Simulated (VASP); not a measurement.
Here is a VASP 6.6.1 calculation.

File INCAR:

```
SYSTEM = SiO2
PREC = Accurate
ENCUT = 520
EDIFF = 1E-8
ISMEAR = -1
SIGMA = 0.02
LREAL = Auto
LASPH = .TRUE.
NELM = 100
ALGO = Normal
ISIF = 2
LWAVE = .FALSE.
LCHARG = .FALSE.
GGA = RE
LEFG = .TRUE.
NBANDS = 82
```

The input KPOINTS:

```
regular mesh
0
G
  4 4 3
  0 0 0
```

Contents of POSCAR:

```
SiO2
1.0
    6.8575811700      0.0000000000      0.0000000000
    0.0000000000      6.8575811700      0.0000000000
    0.0000000000      0.0000000000      7.0330712900
Si O
8 16
Direct
    0.2058192100      0.4510069400      0.9491785700
    0.0489930600      0.2941807900      0.5508214300
    0.9510069400      0.7058192100      0.5508214300
    0.4510069400      0.7941807900      0.0508214300
    0.7941807900      0.5489930600      0.9491785700
    0.7058192100      0.0489930600      0.4491785700
    0.2941807900      0.9510069400      0.4491785700
    0.5489930600      0.2058192100      0.0508214300
    0.1569431900      0.8180152000      0.5832383000
    0.3430568100      0.3180152000      0.0832383000
    0.6569431900      0.6819848000      0.0832383000
    0.0000000000      0.5000000000      0.0502808900
    0.1607908700      0.3392091300      0.7500000000
    0.5000000000      0.0000000000      0.9497191100
    0.6819848000      0.3430568100      0.9167617000
    0.3180152000      0.6569431900      0.9167617000
    0.0000000000      0.5000000000      0.4497191100
    0.8430568100      0.1819848000      0.5832383000
    0.5000000000      0.0000000000      0.5502808900
    0.1819848000      0.1569431900      0.4167617000
    0.8180152000      0.8430568100      0.4167617000
    0.6607908700      0.1607908700      0.2500000000
    0.3392091300      0.8392091300      0.2500000000
    0.8392091300      0.6607908700      0.7500000000
```

Potentials or basis: VASP PAW PBE potentials, release 64 (Si, O).

The run is started by

```sh
$ cat potpaw_PBE.64/Si/POTCAR potpaw_PBE.64/O/POTCAR > POTCAR
$ mpirun -np 1 vasp_std > vasp.out
```

(1) What does it give for the pressure?

(2) What does it give for the largest force?

(3) Estimate the band gap on the k mesh.

Results:

(1) 7.1 GPa.

(2) 0.536 eV/Å.

(3) 5.69 eV (least direct gap 5.81 eV).

Caveat: the cell stands under pressure; without QUAD_EFG the Cq values of the log hold for a quadrupole moment of 1 mb, not for the nuclei; the PAW data sets were made with another functional, which shifts forces and pressure a little; an odd mesh through Γ misses points on the zone boundary, where band edges can lie.
